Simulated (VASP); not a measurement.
Input of a VASP 6.6.1 run:

Contents of POSCAR:

```
PbS
1.0
    3.6054132515      0.0000000000      0.0000000000
    0.0000000000      3.6054132515      0.0000000000
    0.0000000000      0.0000000000      3.6054132515
Pb S
1 1
Direct
    0.0000000000      0.0000000000      0.0000000000
    0.5000000000      0.5000000000      0.5000000000
```

File INCAR.step1:

```
  PREC = Accurate
  ENCUT = 550
  ISMEAR = 0
  SIGMA = 0.05
  LREAL = False
  LASPH = True
  NELM = 120
  NBANDS = 17
  GGA = PE
  ALGO = Normal
  EDIFF = 1E-5
  LWAVE = True
  LCHARG = False
  GGA_COMPAT = False
```

File INCAR.step2:

```
  PREC = Accurate
  ENCUT = 550
  EDIFF = 1E-6
  ISMEAR = 0
  SIGMA = 0.05
  LREAL = False
  LASPH = True
  NELM = 120
  ALGO = Normal
  ISIF = 2
  LWAVE = False
  LCHARG = True
  METAGGA = R2SCAN
  LMIXTAU = True
  IVDW = 12
  VDW_S6 = 1.0
  VDW_S8 = 0.78981345
  VDW_A1 = 0.49484001
  VDW_A2 = 5.73083694
  LELF = True
  LVHAR = True
  NBANDS = 17
  ISTART = 1
  GGA_COMPAT = False
```

KPOINTS

```
regular mesh
0
Gamma
  10 10 10
```

Potentials or basis: VASP PAW PBE potentials, release 64 (Pb_d, S).

Run with:

```console
$ cat potpaw_PBE.64/Pb_d/POTCAR potpaw_PBE.64/S/POTCAR > POTCAR
$ cp INCAR.step1 INCAR
$ mpirun -np 1 vasp_std > vasp.out
$ cp INCAR.step2 INCAR
$ mpirun -np 1 vasp_std > vasp.out
```

Q: Estimate the band gap on the k mesh.

A: Zero (band 10 reaches 6.43 eV, above the bottom of band 11 at 6.08 eV).

Q: What does it give for the dispersion energy per atom?

A: -0.182 eV.

Q: What does it give for the pressure?

A: 0.3 GPa.

Caveat: the PAW data sets were made with another functional, which shifts forces and pressure a little; spin-orbit coupling is left out, which moves the levels of the heavy elements; pairwise dispersion overbinds metals, which lowers pressure and volume.
